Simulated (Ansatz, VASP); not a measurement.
**HPbNO4: VASP beside Ansatz**

Contents of POSCAR:

```
HPbNO4
1.0
    3.8570700000      0.0017800000     -0.0365800000
    0.1735300000      4.3343600000     -0.0164700000
    0.7580300000      0.8387300000      5.8766200000
H Pb N O
1 1 1 4
Direct
    0.6151100000      0.8955900000      0.1984400000
    0.6459700000      0.4465100000      0.9168500000
    0.7147400000      0.2381000000      0.5005800000
    0.1695800000      0.4700700000      0.7776800000
    0.6291900000      0.9704500000      0.4984500000
    0.5642400000      0.9258300000      0.0384900000
    0.7802200000      0.4225000000      0.3195100000
```

INCAR.step1

```
  PREC = Accurate
  ENCUT = 520
  EDIFF = 1E-5
  ISMEAR = -1
  SIGMA = 0.05
  LREAL = F
  LASPH = T
  NELM = 100
  ALGO = Normal
  ISIF = 2
  LWAVE = T
  LCHARG = F
  NBANDS = 31
  GGA = PE
```

File INCAR.step2:

```
  PREC = Accurate
  ENCUT = 520
  EDIFF = 1E-6
  ISMEAR = -1
  SIGMA = 0.05
  LREAL = F
  LASPH = T
  NELM = 100
  ALGO = Normal
  ISIF = 2
  LWAVE = F
  LCHARG = F
  GGA = PE
  LHFCALC = T
  AEXX = 0.25
  HFSCREEN = 0.3
  PRECFOCK = Fast
  NBANDS = 31
  ISTART = 1
```

The input KPOINTS:

```
regular mesh
0
Gamma
  3 3 2
```

input.yaml

```yaml
crystal:
  lattice:
    - [3.85707, 0.00178, -0.03658]
    - [0.17353, 4.33436, -0.01647]
    - [0.75803, 0.83873, 5.87662]
  atoms:
    - { symbol: H, position: [0.61511, 0.89559, 0.19844] }
    - { symbol: Pb, position: [0.64597, 0.44651, 0.91685] }
    - { symbol: "N", position: [0.71474, 0.2381, 0.50058] }
    - { symbol: O, position: [0.16958, 0.47007, 0.77768] }
    - { symbol: O, position: [0.62919, 0.97045, 0.49845] }
    - { symbol: O, position: [0.56424, 0.92583, 0.03849] }
    - { symbol: O, position: [0.78022, 0.4225, 0.31951] }
hamiltonian:
  xc: { exchange: pbe, correlation: pbe, exx: { coeff: 0.25, omega: 0.3 } }
  pseudopotentials: { kind: paw }
kpoints:
  mp_grid: { grid: [3, 3, 2] }
scf:
  occupations: { method: fermi_dirac, width: 0.05 }
output:
  forces: true
  stress: true
  eigenvalues: true
  write_density: true
  write_potential: true
  elf: true
  volumetric_format: npy
```

Alike in both runs: task single point; functional PBE-based screened hybrid with a share of 0.25 of exact exchange and HFSCREEN = 0.3; k mesh 3 × 3 × 2; occupations fermi-dirac, width 0.05 eV; no spin polarisation.

|  | VASP | Ansatz |
| --- | --- | --- |
| version | VASP 6.6.1 | Ansatz 0.2.0 |
| potentials or method | VASP PAW PBE potentials, release 64 (H, Pb_d, N, O) | Ansatz PAW |
| plane-wave cutoff (eV) | 520 | 420 |
| valence electrons in the cell | 44 | 44 |

```csv
,VASP,Ansatz,Ansatz less VASP
gap on the k mesh at the Fermi level (eV),0.59,0.58,-0.008
least direct gap on the mesh (eV),0.70,0.69,-0.009
pressure (GPa),-5.1,-6.1,-0.93
"traceless stress, the component that is largest in VASP (GPa)",-0.64,-1.19,-0.550
rms of the force components (eV/Å),0.267,0.466,+0.1990
```

VASP's potentials were made for PBE, not for PBE-based screened hybrid. Atom by atom the forces differ by 0.261 eV/Å (rms over components). One of these differences is far larger than is usual between the two programs; its cause wasn't traced. With one functional, cell and mesh, what is left measures potentials, basis and numerics.

The k mesh is coarse, so the values compare programs but aren't converged. Neither program's run includes spin-orbit coupling. Noted on VASP's run: the standard files for N, O and F lose accuracy on very short bonds. Noted on Ansatz's run: odd divisions of the mesh miss points on the zone boundary, where band edges often lie, so the gap on the mesh can be too wide.
